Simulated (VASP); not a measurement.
# Na (P6_3/mmc) in VASP: notebook, part 2 of 2

VASP 6.6.1.

**4. Relaxation of cell and atoms, PBEsol+D4**

The input, INCAR:

```
PREC     = Accurate       # precision mode
ENCUT    = 600            # plane-wave cutoff, eV
EDIFF    = 1E-7           # SCF threshold, eV
ISMEAR   = -1             # smearing method
SIGMA    = 0.05           # smearing width, eV
LREAL    = False          # projectors in reciprocal space
LASPH    = True           # aspherical terms in the spheres
NELM     = 80             # most SCF steps
ALGO     = Normal         # electronic algorithm
ISIF     = 3              # what is computed and relaxed
LWAVE    = False          # write WAVECAR
LCHARG   = False          # write CHGCAR
GGA      = PS             # functional
IVDW     = 13             # dispersion correction
IBRION   = 2              # ionic algorithm
NSW      = 60             # ionic steps
EDIFFG   = -0.01          # ionic threshold
```

The input, KPOINTS:

```
regular mesh
0
Gamma
  8 8 5
```

The input, POSCAR:

```
Na
1.0
    3.7670000000      0.0000000000      0.0000000000
   -1.8835000000      3.2623176961      0.0000000000
    0.0000000000      0.0000000000      6.1540000000
Na
2
Direct
    0.6666666667      0.3333333333      0.7500000000
    0.3333333333      0.6666666667      0.2500000000
```

Command:

```sh
$ cat potpaw_PBE.64/Na_pv/POTCAR > POTCAR
$ mpirun -np 1 vasp_std > vasp.out
```

It took 52 s on 1 thread of AMD EPYC 9R45 (Zen 5), shared host; peak memory 0.17 GiB.

The run converged. Its results:

```
Free energy                            : -2.8165 eV
Relaxed volume                         : 36.11 Å³/atom
Relaxed cell                           : a = 3.726 Å, b = 3.726 Å, c = 6.008 Å, α = 90.00°, β = 90.00°, γ = 120.00°
Space group after relaxing (to 0.05 Å) : P6_3/mmc (No. 194)
Energy gained by relaxing              : 2.1 meV/atom
Ionic steps                            : 6
Pressure after relaxing                : 0.0 GPa
Band gap on the k mesh                 : zero (band 7 reaches 1.81 eV, above the bottom of band 8 at -1.42 eV)
Dispersion energy per atom             : -0.008 eV
```

Step by step:
```tsv
step	energy change (eV)	largest force (eV/Å)	pressure (GPa)	volume (Å³)
1	0.0000	0.0000	-0.33	75.63
2	-0.0017	0.0000	-0.25	74.79
3	-0.0041	0.0000	-0.01	72.30
4	-0.0041	0.0000	0.03	72.09
5	-0.0041	0.0000	0.01	72.19
6	-0.0041	0.0000	0.01	72.23
```

Final structure:
```
CELL_PARAMETERS angstrom
3.72591 0.00000 0.00000
-1.86295 3.22673 0.00000
0.00000 0.00000 6.00760
ATOMIC_POSITIONS crystal
Na 0.66667 0.33333 0.75000
Na 0.33333 0.66667 0.25000
```

Levels at points of the mesh, in eV from the Fermi level:
| k point | band 4 | band 5 | band 6 | band 7 | band 8 | band 9 | band 10 | band 11 |
| --- | --- | --- | --- | --- | --- | --- | --- | --- |
| (0.00, 0.00, 0.00) | -24.73 | -24.73 | -24.73 | -3.30 | 0.64 | 1.10 | 10.05 | 10.05 |
| (0.50, 0.00, 0.00) | -24.74 | -24.74 | -24.73 | 0.24 | 0.37 | 3.95 | 3.99 | 4.53 |

Caveat: the PAW data sets were made with another functional, which shifts forces and pressure a little; pairwise dispersion overbinds metals, which lowers pressure and volume.

**5. Single point, LDA**

This run uses another cell than the first one, of 35.54 Å³/atom, 0.940 times its volume.

The input, INCAR:

```
PREC = Accurate
ENCUT = 520
EDIFF = 1E-6
ISMEAR = -1
SIGMA = 0.05
LREAL = F
LASPH = T
NELM = 60
ALGO = Normal
ISIF = 2
LWAVE = F
LCHARG = T
GGA = CA
LELF = T
LVHAR = T
NBANDS = 14
```

The input, KPOINTS:

```
Automatic mesh
0
Gamma
  8 8 5
```

The input, POSCAR:

```
Na
1.0
    3.6901008715      0.0000000000      0.0000000000
   -1.8450504358      3.1957210973      0.0000000000
    0.0000000000      0.0000000000      6.0283729130
Na
2
Direct
    0.6666666667      0.3333333333      0.7500000000
    0.3333333333      0.6666666667      0.2500000000
```

Potentials or basis: VASP PAW LDA potentials, release 64 (Na_pv).

Command:

```sh
$ cat potpaw_LDA.64/Na_pv/POTCAR > POTCAR
$ mpirun -np 1 vasp_std > vasp.out
```

Run time: 13 s. Hardware: 1 thread of Intel Xeon Platinum 8375C at 2.90GHz (Ice Lake), shared host; peak memory 0.16 GiB.

Results (log left out):

| Item | Value |
| --- | --- |
| Free energy | -2.9020 eV |
| Pressure | -0.5 GPa |
| Band gap on the k mesh | zero (band 7 reaches 1.77 eV, above the bottom of band 8 at -1.57 eV) |

Stress tensor (GPa, compression positive):
```
-0.39  0.00  0.00
 0.00 -0.39  0.00
 0.00  0.00 -0.66
```

Levels at points of the mesh, in eV from the Fermi level:
```tsv
k point	band 3	band 4	band 5	band 6	band 7	band 8	band 9	band 10	band 11	band 12
(0.00, 0.00, 0.00)	-24.86	-24.86	-24.86	-24.86	-3.33	0.63	1.00	10.23	10.23	10.58
(0.50, 0.00, 0.00)	-24.88	-24.87	-24.87	-24.86	0.31	0.40	4.01	4.01	4.49	4.73
```

**6. Single point, LDA**

This run uses another cell than the first one, of 37.06 Å³/atom, 0.980 times its volume.

The input, INCAR:

```
  PREC = Accurate
  ENCUT = 520
  EDIFF = 1E-6
  ISMEAR = -1
  SIGMA = 0.05
  LREAL = False
  LASPH = True
  NELM = 80
  ALGO = Fast
  ISIF = 2
  LWAVE = False
  LCHARG = False
  GGA = CA
  NBANDS = 14
```

KPOINTS is that of step 5.

The input, POSCAR:

```
Na
1.0
    3.7417173590      0.0000000000      0.0000000000
   -1.8708586795      3.2404222867      0.0000000000
    0.0000000000      0.0000000000      6.1126967421
Na
2
Direct
    0.6666666667      0.3333333333      0.7500000000
    0.3333333333      0.6666666667      0.2500000000
```

Potentials or basis: VASP PAW LDA potentials, release 64 (Na_pv).

Command:

```sh
$ cat potpaw_LDA.64/Na_pv/POTCAR > POTCAR
$ mpirun -np 1 vasp_std > vasp.out
```

OUTCAR:

```text
PREC = Accurate
   ENCUT = 520
   EDIFF = 1E-6
   ISMEAR = -1
   LREAL = False
   LASPH = True
   NELM = 80
   ISIF = 2
   GGA = CA

 ion  position               nearest neighbor table
   1  0.667  0.333  0.750-
   2  0.333  0.667  0.250-

  LATTYP: Found a hexagonal cell.
 ALAT       =     3.7417173590
 C/A-ratio  =     1.6336607380

  Lattice vectors:

 A1 = (   3.7417173590,   0.0000000000,   0.0000000000)
[... 584 lines left out ...]
      5     -24.7858      2.00000
      6     -24.7849      2.00000
      7      -0.4421      1.99997
      8       0.3414      0.02057
      9       3.0358      0.00000
     10       3.7868      0.00000
     11       6.4102      0.00000
     12       7.9730      0.00000
     13       8.0186      0.00000
     14       8.6534      0.00000

 [... further k-points ...]
[... 5 lines left out ...]
  --------------------------------------------------------------------------------------
  -------------------------------------------------------------------------------------
  Total       -0.3349289     -0.3349289     -0.4521856      0.0000000      0.0000000      0.0000000
  in kB       -7.2403209     -7.2403209     -9.7751155      0.0000000      0.0000000      0.0000000
  external PRESSURE =      -8.0852524 kB  Pullay stress =       0.0000000 kB

 VOLUME and BASIS-vectors are now :
 -----------------------------------------------------------------------------
  energy-cutoff  :      520.00
  volume of cell :       74.11
      direct lattice vectors                 reciprocal lattice vectors
     3.741717359  0.000000000  0.000000000     0.267256958  0.154300877  0.000000000
    -1.870858679  3.240422287  0.000000000     0.000000000  0.308601754  0.000000000
     0.000000000  0.000000000  6.112696742     0.000000000  0.000000000  0.163593916

 POSITION                                       TOTAL-FORCE (eV/Angst)
 -----------------------------------------------------------------------------------
      1.87086      1.08014      4.58452        -0.000000     -0.000000      0.000000
     -0.00000      2.16028      1.52817         0.000000      0.000000      0.000000
 -----------------------------------------------------------------------------------
    total drift:                                0.000000     -0.000000      0.000000

  FREE ENERGIE OF THE ION-ELECTRON SYSTEM (eV)
  ---------------------------------------------------
  free  energy   TOTEN  =        -2.8896999932 eV

  energy  without entropy=       -2.8831800356  energy(sigma->0) =       -2.88644001
```

stdout:

```text
POSCAR found type information on POSCAR Na
 POSCAR found :  1 types and       2 ions
 scaLAPACK will be used
 LDA part: xc-table for (Slater(with rela. corr.)+CA(PZ))
 , standard interpolation
 POSCAR, INCAR and KPOINTS ok, starting setup
 FFT: planning ... GRIDC
 FFT: planning ... GRID_SOFT
 FFT: planning ... GRID
 WAVECAR not read
 entering main loop
```

Wall time 17 s (1 thread of Intel Xeon Platinum 8375C at 2.90GHz (Ice Lake), shared host); peak memory 0.15 GiB.

Results:

* Free energy: -2.8897 eV
* Pressure: -0.8 GPa
* Band gap on the k mesh: zero (band 7 reaches 1.63 eV, above the bottom of band 8 at -1.64 eV)

Stress tensor (GPa, compression positive):
```
-0.72  0.00  0.00
 0.00 -0.72  0.00
 0.00  0.00 -0.98
```

Levels at points of the mesh, in eV from the Fermi level:
| k point | band 3 | band 4 | band 5 | band 6 | band 7 | band 8 | band 9 | band 10 | band 11 | band 12 |
| --- | --- | --- | --- | --- | --- | --- | --- | --- | --- | --- |
| (0.00, 0.00, 0.00) | -24.90 | -24.89 | -24.89 | -24.89 | -3.24 | 0.63 | 0.96 | 10.00 | 10.00 | 10.29 |
| (0.50, 0.00, 0.00) | -24.91 | -24.90 | -24.90 | -24.90 | 0.31 | 0.38 | 3.91 | 3.95 | 4.36 | 4.60 |

**7. The runs side by side**

| task | level | potentials or basis | cell | cutoff (eV) | gap on the mesh (eV) | pressure (GPa) | relaxed volume (Å³/atom) |
| --- | --- | --- | --- | --- | --- | --- | --- |
| relaxation of cell and atoms | PBEsol | VASP PAW PBE potentials, release 64 (Na_pv) | relaxed from a = 3.767, b = 3.767, c = 6.154 Å, angles 90.0, 90.0, 120.0°, 2 atoms | 600 | none | 0.0 | 36.28 |
| relaxation of cell and atoms | PBEsol+D3(BJ) | VASP PAW PBE potentials, release 64 (Na_pv) | relaxed from a = 3.767, b = 3.767, c = 6.154 Å, angles 90.0, 90.0, 120.0°, 2 atoms | 600 | none | 0.0 | 33.15 |
| relaxation of cell and atoms | PBEsol+D4 | VASP PAW PBE potentials, release 64 (Na_pv) | relaxed from a = 3.767, b = 3.767, c = 6.154 Å, angles 90.0, 90.0, 120.0°, 2 atoms | 600 | none | 0.0 | 36.11 |
| single point | LDA | VASP PAW LDA potentials, release 64 (Na_pv) | a = 3.690, b = 3.690, c = 6.028 Å, angles 90.0, 90.0, 120.0°, 2 atoms | 520 | none | -0.5 | - |
| single point | LDA | VASP PAW LDA potentials, release 64 (Na_pv) | a = 3.742, b = 3.742, c = 6.113 Å, angles 90.0, 90.0, 120.0°, 2 atoms | 520 | none | -0.8 | - |

Alike in all rows: no spin polarisation; k mesh 8 × 8 × 5; smearing fermi-dirac 0.05 eV.

Caveats: the PAW data sets were made with another functional, which shifts forces and pressure a little (some runs); pairwise dispersion overbinds metals, which lowers pressure and volume (some runs); the volume moved by -12 % from the deposited cell, more than functionals usually miss (some runs).

Total energies depend on the potentials used, so only differences within one code and one set of settings carry meaning.
